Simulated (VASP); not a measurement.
# RbPd4N3 (P4mm) in VASP: further runs

The runs below take RbPd4N3 through single point, with PBE.

Program: VASP 6.6.1. These are calculated values, not measurements. Logs are shortened: lines on timing, memory, paths and dates and some standing lists are left out, and cuts for length are marked.

### Step 1. The cell of the first run

It takes space group P4mm (No. 99, tetragonal). The conventional cell has a = 5.482 Å, b = 5.482 Å, c = 6.203 Å, α = 90.00°, β = 90.00°, γ = 90.00°. Within 4.8 Å of Rb (site symmetry 4mm) lie 12 N at 3.68 to 4.65 Å and 8 Pd at 3.71 to 3.72 Å. Pd (site symmetry m) has 3 N at 2.05 to 2.09 Å and 2 Pd at 2.59 Å within 2.7 Å. N (site symmetry 4mm) has 4 Pd at 2.09 Å within 2.8 Å. N (site symmetry 2mm) has 4 Pd at 2.05 Å within 2.7 Å.

### Step 2. Single point, PBE

Input file INCAR:

```
SYSTEM = RbPd4N3
PREC = Accurate
ENCUT = 520
EDIFF = 1E-6
ISMEAR = 0
SIGMA = 0.15
LREAL = .FALSE.
LASPH = .TRUE.
NELM = 80
ALGO = Normal
ISIF = 2
LWAVE = .FALSE.
LCHARG = .FALSE.
GGA = PE
NBANDS = 42
```

Input file KPOINTS:

```
regular mesh
0
G
  3 3 2
  0 0 0
```

Input file POSCAR:

```
RbPd4N3
1.0
    5.4823052336      0.0000000000      0.0000000000
    0.0000000000      5.4823052336      0.0000000000
    0.0000000000      0.0000000000      6.2029206364
Rb Pd N
1 4 3
Direct
    0.5000000000      0.5000000000      0.0595905692
    0.7636844533      0.7636844533      0.5601989466
    0.2363155467      0.2363155467      0.5601989466
    0.2363155467      0.7636844533      0.5601989466
    0.7636844533      0.2363155467      0.5601989466
    0.0000000000      0.0000000000      0.3976529893
    0.5000000000      0.0000000000      0.6643253126
    0.0000000000      0.5000000000      0.6643253126
```

Potentials or basis: VASP PAW PBE potentials, release 64 (Rb_sv, Pd, N).

Started as:

```
$ cat potpaw_PBE.64/Rb_sv/POTCAR potpaw_PBE.64/Pd/POTCAR potpaw_PBE.64/N/POTCAR > POTCAR
$ mpirun -np 1 vasp_std > vasp.out
```

OUTCAR:

```text
SYSTEM = RbPd4N3
   PREC = Accurate
   ENCUT = 520
   EDIFF = 1E-6
   ISMEAR = 0
   LREAL = .FALSE.
   LASPH = .TRUE.
   NELM = 80
   ISIF = 2
   GGA = PE

 ion  position               nearest neighbor table
   1  0.500  0.500  0.060-   7 3.68   8 3.68   7 3.68   8 3.68   2 3.71   3 3.71   4 3.71   5 3.71
                             2 3.72   3 3.72   4 3.72   5 3.72
   2  0.764  0.764  0.560-   7 2.05   8 2.05   6 2.09   5 2.59   4 2.59   5 2.89   4 2.89   1 3.71
                             1 3.72
   3  0.236  0.236  0.560-   7 2.05   8 2.05   6 2.09   5 2.59   4 2.59   4 2.89   5 2.89   1 3.71
                             1 3.72
   4  0.236  0.764  0.560-   7 2.05   8 2.05   6 2.09   3 2.59   2 2.59   2 2.89   3 2.89   1 3.71
                             1 3.72
   5  0.764  0.236  0.560-   7 2.05   8 2.05   6 2.09   3 2.59   2 2.59   2 2.89   3 2.89   1 3.71
                             1 3.72
   6  0.000  0.000  0.398-   2 2.09   3 2.09   4 2.09   5 2.09
   7  0.500  0.000  0.664-   2 2.05   3 2.05   4 2.05   5 2.05   1 3.68   1 3.68
   8  0.000  0.500  0.664-   2 2.05   3 2.05   4 2.05   5 2.05   1 3.68   1 3.68

  LATTYP: Found a simple tetragonal cell.
 ALAT       =     5.4823052336
 C/A-ratio  =     1.1314438675

  Lattice vectors:

 A1 = (   5.4823052336,   0.0000000000,   0.0000000000)
 A2 = (   0.0000000000,   5.4823052336,   0.0000000000)
 A3 = (   0.0000000000,   0.0000000000,   6.2029206364)

Analysis of symmetry for initial positions (statically):
=====================================================================
 Subroutine PRICEL returns:
 Original cell was already a primitive cell.

 Routine SETGRP: Setting up the symmetry group for a
 simple tetragonal supercell.

 Subroutine GETGRP returns: Found  8 space group operations
 (whereof  8 operations were pure point group operations)
 out of a pool of 16 trial point group operations.

The static configuration has the point symmetry C_4v.

Analysis of symmetry for dynamics (positions and initial velocities):
=====================================================================
 Subroutine PRICEL returns:
 Original cell was already a primitive cell.

 Routine SETGRP: Setting up the symmetry group for a
 simple tetragonal supercell.

 Subroutine GETGRP returns: Found  8 space group operations
 (whereof  8 operations were pure point group operations)
 out of a pool of 16 trial point group operations.

The dynamic configuration has the point symmetry C_4v.

 Subroutine INISYM returns: Found  8 space group operations
 (whereof  8 operations are pure point group operations),
 and found     1 'primitive' translations

[... 94 lines left out ...]
   ISYM   =      2    0-nonsym 1-usesym 2-fastsym
   POTIM  = 0.5000    time-step for ionic-motion
   TEBEG  =    0.0;   TEEND  =   0.0 temperature during run
   PSTRESS=    0.0 pullay stress
   NELECT =      64.0000    total number of electrons
   NUPDOWN=      -1.0000    fix difference up-down
   EMIN   =  10.00;   EMAX   =-10.00  energy-range for DOS
   EFERMI =   0.00;   METHOD = LEGACY
   ISMEAR =     0;   SIGMA  =   0.15  broadening in eV -4-tet -1-fermi 0-gaus
   EFERMI_NEDOS =   21; number of points for ismear=-14 and -15
   IALGO  =     38    algorithm
   IMIX   =      4    mixing-type and parameters
     AMIX     =   0.40;   BMIX     =  1.00
     AMIX_MAG =   1.60;   BMIX_MAG =  1.00
  volume/ion in A,a.u.               =      23.30       157.26
  Fermi-wavevector in a.u.,A,eV,Ry     =   1.146289  2.166171 17.877747  1.313977
  Thomas-Fermi vector in A             =   2.282973
   LORBIT       =      0    0 simple, 1 ext, 2 COOP (PROOUT), +10 PAW based schemes
   GGA     = PE    functional components
   LHFCALC =     F    Hartree Fock is set to
   AEXX    =    0.0000 exact exchange contribution
   IVDW    =     0    specifies the selected vdW correction
   LEPSILON=     F    determine dielectric tensor
   LRPA    =     F    only Hartree local field effects (RPA)
 non-spin polarized calculation
 Gauss-broadening in eV      SIGMA  =   0.15
  energy-cutoff  :      520.00
  volume of cell :      186.43
 maximum number of plane-waves:      5043
 NGX is ok and might be reduce to    42
   NGX = 21   NGY = 21   NGZ = 23

 number of electron      64.0000011 magnetization

 Free energy of the ion-electron system (eV)
  ---------------------------------------------------
  ext. energy  EPLUGINS =         0.00000000
  ---------------------------------------------------
  free energy    TOTEN  =       -41.85066342 eV

  energy without entropy =      -41.81137698  energy(sigma->0) =      -41.83102020

 E-fermi :   2.7949     XC(G=0):  -8.4392

 val. band max:        2.6891201684   @ k =   0.3333   0.3333   0.5000
 cond. band min:       2.8427872616   @ k =   0.0000   0.0000   0.5000
 fundamental gap:      0.1536670933
 Fermi energy:         2.7949276656

 k-point     1 :       0.0000    0.0000    0.0000
  band No.  band energies     occupation
      1     -24.5068      2.00000
      2     -12.6999      2.00000
      3     -11.9910      2.00000
      4     -11.5876      2.00000
      5      -8.6114      2.00000
      6      -8.6114      2.00000
[... 259 lines left out ...]
     41       7.8964      0.00000
     42       7.9791      0.00000

------------------------ aborting loop because EDIFF is reached ----------------------------------------

  FORCE on cell =-STRESS in cart. coord.  units (eV):
  Direction    XX          YY          ZZ          XY          YZ          ZX
  --------------------------------------------------------------------------------------
  -------------------------------------------------------------------------------------
  Total        0.4975001      0.4975001     -0.0148393      0.0000000      0.0000000      0.0000000
  in kB        4.2754432      4.2754432     -0.1275267      0.0000000      0.0000000      0.0000000
  external PRESSURE =       2.8077866 kB  Pullay stress =       0.0000000 kB

 VOLUME and BASIS-vectors are now :
 -----------------------------------------------------------------------------
  energy-cutoff  :      520.00
  volume of cell :      186.43
      direct lattice vectors                 reciprocal lattice vectors
     5.482305234  0.000000000  0.000000000     0.182405021  0.000000000  0.000000000
     0.000000000  5.482305234  0.000000000     0.000000000  0.182405021  0.000000000
     0.000000000  0.000000000  6.202920636     0.000000000  0.000000000  0.161214379

 POSITION                                       TOTAL-FORCE (eV/Angst)
 -----------------------------------------------------------------------------------
      2.74115      2.74115      0.36964         0.000000      0.000000      0.012458
      4.18675      4.18675      3.47487        -0.011758     -0.011758      0.012074
      1.29555      1.29555      3.47487         0.011758      0.011758      0.012074
      1.29555      4.18675      3.47487         0.011758     -0.011758      0.012074
      4.18675      1.29555      3.47487        -0.011758      0.011758      0.012074
      0.00000      0.00000      2.46661         0.000000     -0.000000     -0.035830
      2.74115      0.00000      4.12076         0.000000      0.000000     -0.012463
      0.00000      2.74115      4.12076         0.000000     -0.000000     -0.012463
 -----------------------------------------------------------------------------------
    total drift:                                0.000000      0.000000      0.000914

  FREE ENERGIE OF THE ION-ELECTRON SYSTEM (eV)
  ---------------------------------------------------
  free  energy   TOTEN  =       -41.8506634216 eV

  energy  without entropy=      -41.8113769758  energy(sigma->0) =      -41.83102020
```

stdout:

```text
POSCAR found type information on POSCAR RbPdN
 POSCAR found :  3 types and       8 ions
 scaLAPACK will be used
 LDA part: xc-table for (Slater+PW92), standard interpolation
 POSCAR, INCAR and KPOINTS ok, starting setup
 FFT: planning ... GRIDC
 FFT: planning ... GRID_SOFT
 FFT: planning ... GRID
 WAVECAR not read
 entering main loop
```

It took 69 s on 1 thread of Oxide Virtual Turin-like, shared host; peak memory 0.25 GiB.

What came out:

```
Free energy            : -41.8507 eV
Pressure               : 0.3 GPa
Largest force          : 0.036 eV/Å
Band gap on the k mesh : 0.15 eV, indirect (least direct gap 0.68 eV)
```

Forces in eV/Å, atoms in the order of the input:
```
Rb   0.000  0.000  0.012
Pd  -0.012 -0.012  0.012
Pd   0.012  0.012  0.012
Pd   0.012 -0.012  0.012
Pd  -0.012  0.012  0.012
N    0.000  0.000 -0.036
N    0.000  0.000 -0.012
N    0.000  0.000 -0.012
```

Levels at points of the mesh, in eV from the valence-band top:
| k point | band 28 | band 29 | band 30 | band 31 | band 32 | band 33 | band 34 | band 35 | band 36 | band 37 |
| --- | --- | --- | --- | --- | --- | --- | --- | --- | --- | --- |
| (0.00, 0.00, 0.00) | -0.94 | -0.94 | -0.80 | -0.65 | -0.51 | 0.17 | 0.17 | 1.01 | 1.01 | 2.11 |
| (0.00, 0.00, 0.50) | -0.94 | -0.94 | -0.76 | -0.65 | -0.53 | 0.15 | 0.15 | 1.04 | 1.04 | 2.42 |

Caveat: the k points lie up to 0.51 Å⁻¹ apart.

### Step 3. Single point, PBE

This run uses another cell than the first one, of 23.44 Å³/atom, 1.006 times its volume.

Input file INCAR:

```
ALGO = Normal
EDIFF = 1E-6
ENCUT = 520
GGA = PE
ISIF = 2
ISMEAR = 0
LASPH = True
LCHARG = False
LREAL = False
LWAVE = False
NBANDS = 42
NELM = 60
PREC = Accurate
SIGMA = 0.1
```

Input file KPOINTS:

```
k-points
0
Gamma
  6 6 6
```

Input file POSCAR:

```
RbPd4N3
1.0
    5.5057831625      0.0000000000      0.0000000000
    0.0000000000      5.5057831625      0.0000000000
    0.0000000000      0.0000000000      6.1857829264
Rb Pd N
1 4 3
Direct
    0.5000000000      0.5000000000      0.0624677474
    0.7648257344      0.7648257344      0.5608430011
    0.2351742656      0.2351742656      0.5608430011
    0.2351742656      0.7648257344      0.5608430011
    0.7648257344      0.2351742656      0.5608430011
    0.0000000000      0.0000000000      0.3981059241
    0.5000000000      0.0000000000      0.6613721471
    0.0000000000      0.5000000000      0.6613721471
```

Potentials or basis: VASP PAW PBE potentials, release 64 (Rb_sv, Pd, N).

Started as:

```
$ cat potpaw_PBE.64/Rb_sv/POTCAR potpaw_PBE.64/Pd/POTCAR potpaw_PBE.64/N/POTCAR > POTCAR
$ mpirun -np 1 vasp_std > vasp.out
```

Run time: 6.4 min. Hardware: 1 thread of Oxide Virtual Turin-like, shared host; peak memory 0.41 GiB.

Results (log left out):

```
Free energy            : -41.8678 eV
Pressure               : 0.0 GPa
Largest force          : 0.037 eV/Å
Band gap on the k mesh : zero (band 32 reaches 3.02 eV, above the bottom of band 33 at 2.80 eV)
```

Forces on the atoms (eV/Å):
```
Rb   0.000  0.000  0.000
Pd   0.001  0.001  0.008
Pd  -0.001 -0.001  0.008
Pd  -0.001  0.001  0.008
Pd   0.001 -0.001  0.008
N    0.000  0.000 -0.037
N    0.000  0.000  0.002
N    0.000  0.000  0.002
```

Levels at points of the mesh, in eV from the Fermi level:
```tsv
k point	band 28	band 29	band 30	band 31	band 32	band 33	band 34	band 35	band 36	band 37
(0.00, 0.00, 0.00)	-1.16	-1.16	-0.85	-0.85	-0.67	-0.01	-0.01	0.86	0.86	1.94
(0.50, 0.00, 0.00)	-2.00	-2.00	-0.94	-0.51	-0.35	0.44	0.51	1.25	1.53	2.57
(0.50, 0.50, 0.00)	-2.19	-1.60	-0.88	-0.88	0.20	1.05	1.05	1.18	1.38	3.46
(0.00, 0.00, 0.50)	-1.16	-1.16	-0.85	-0.81	-0.69	-0.02	-0.02	0.89	0.89	2.23
(0.50, 0.00, 0.50)	-2.04	-1.99	-0.90	-0.53	-0.34	0.47	0.48	1.28	1.46	2.93
(0.50, 0.50, 0.50)	-1.99	-1.67	-0.89	-0.89	0.20	1.09	1.09	1.18	1.53	2.97
```
